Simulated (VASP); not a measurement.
Input of a VASP 6.6.1 run:

Contents of INCAR:

```
ALGO = Normal
EDIFF = 1E-7
ENCUT = 520
GGA = PS
ISIF = 2
ISMEAR = 0
LASPH = T
LCHARG = F
LREAL = F
LWAVE = F
NBANDS = 8
NELM = 80
PREC = Accurate
SIGMA = 0.15
```

File KPOINTS:

```
k-points
0
Gamma
  20 20 20
```

File POSCAR:

```
Li
1.0
   -1.6800000000      1.6800000000      1.8900000000
    1.6800000000     -1.6800000000      1.8900000000
    1.6800000000      1.6800000000     -1.8900000000
Li
1
Direct
    0.0000000000      0.0000000000      0.0000000000
```

Potentials or basis: VASP PAW PBE potentials, release 64 (Li_sv).

Launch:

```console
$ cat potpaw_PBE.64/Li_sv/POTCAR > POTCAR
$ mpirun -np 1 vasp_std > vasp.out
```

(1) Predict the band gap on the k mesh.

## Answers

(1) zero (an odd number of electrons rules out a gap without spin polarisation).

Caveat: the cell differs from its parent crystal (strain -0.040 along x and y, +0.080 along z).
